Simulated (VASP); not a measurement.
Write the native input for VASP 6.6.1 that does the following.

- Task: single point
- Functional: PBE
- Potentials or basis: VASP PAW PBE potentials, release 64 (C, H, N)
- Cutoff: 520 eV
- k mesh: 1 × 1 × 1
- Occupations: fermi-dirac, width 0.05 eV
- Spin: no spin polarisation
- Dipole correction: no
- Further INCAR settings: ALGO = Normal; EDIFF = 1e-06; NBANDS = 51

The structure of H7C2N lies in POSCAR:

```
H7C2N
1.0
    6.8873110000      0.0000000000      0.0000000000
    0.0000000000      6.8873110000      0.0000000000
    0.0000000000      0.0000000000      6.8873110000
C H N
6 21 3
Direct
    0.1976533367      0.3652078438      0.4136302252
    0.0641759897      0.3742099057      0.2809514483
    0.5650681376      0.8014448600      0.5138725404
    0.4390537904      0.8661871084      0.3945661812
   -0.0169006453      0.8716173845      0.7182483846
    0.0124576921      1.0540688521      0.7474760469
    0.1593219763      0.3765184990      0.5649519820
    0.3529243851      0.3371998157      0.3810050105
   -0.0815848159      0.4142836007      0.3234789310
    0.0884960763      0.3594291008      0.1337096582
    0.5728215264      0.8671889508      0.6571795582
    0.6653540112      0.6923166385      0.4553736574
    0.3200523397      0.9673441493      0.4422625899
    0.4256232948      0.8193473476      0.2423587377
   -0.0025263851      0.8100548966      0.5751156003
   -0.0830367614      0.7859380824      0.8296706799
    0.0727424680      1.1505506285      0.6313204094
   -0.0118623945      1.1247640770      0.8856722166
    0.5996679981      0.2227719933      1.0577422742
    0.4334928392      0.0833416699      0.9995628192
    0.5594926670      0.1969273640      0.8357398120
    0.8427381891      0.9776384426      0.3242920205
    1.0567694707      0.9513727491      0.2062343344
    0.8492719437      0.8510578367      0.1325771408
    0.2951659944      0.7313884911      0.9765494835
    0.4845868003      0.6638585073      0.8560234902
    0.3906459284      0.5057561652      0.9803971390
    0.4882602223      0.2124631805      0.9628576378
    0.9312487849      0.8873419539      0.2464677434
    0.4186975149      0.6477999904      0.9918529888
```

The input as run:

INCAR

```
SYSTEM = H7C2N
ALGO = Normal ; EDIFF = 1E-6
ENCUT = 520 ; GGA = PE
GGA_COMPAT = .False. ; ISIF = 2
ISMEAR = -1 ; LASPH = .True.
LCHARG = .False. ; LREAL = .False.
LWAVE = .False. ; NBANDS = 51
NELM = 120 ; PREC = Accurate
SIGMA = 0.05
```

KPOINTS

```
k-points
0
Gamma
  1 1 1
  0 0 0
```

Potentials or basis: VASP PAW PBE potentials, release 64 (C, H, N).

Launch:

```bash
$ cat potpaw_PBE.64/C/POTCAR potpaw_PBE.64/H/POTCAR potpaw_PBE.64/N/POTCAR > POTCAR
$ mpirun -np 1 vasp_gam > vasp.out
```

Results of the run:

```yaml
Pressure: 4.0 GPa
Largest_force: 5.159 eV/Å
Band_gap_on_the_k_mesh: 4.41 eV
```

Caveat: the k points lie up to 0.91 Å⁻¹ apart.

Run time: 46 s on 1 thread of AMD EPYC 7R43 64-Core Processor (Zen 3) (shared host), peak memory 0.32 GiB.
